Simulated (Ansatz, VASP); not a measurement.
## SnO in VASP and in Ansatz

```
CELL_PARAMETERS angstrom
0.00000 2.53748 2.53748
2.53748 0.00000 2.53748
2.53748 2.53748 0.00000
ATOMIC_POSITIONS crystal
Sn 0.00000 0.00000 0.00000
O 0.50000 0.50000 0.50000
```

Change from the starting cell: volume scaled by 0.975.

Alike in both runs: task single point; functional PBE; k mesh 14 × 14 × 14; occupations fermi-dirac, width 0.03 eV; no spin polarisation.

```csv
,VASP,Ansatz
version,VASP 6.6.1,Ansatz 0.2.0
potentials or method,"VASP PAW PBE potentials, release 64 (Sn_d, O), cutoff 520 eV","all-electron LAPW, scalar-relativistic"
```

Ansatz gave:

| Item | Value |
| --- | --- |
| pressure (GPa) | 2.5 |

Problem. Which values does VASP return?

Solution. Pressure (GPa): 2.4.

Ansatz ran all-electron here, and VASP with PAW potentials.
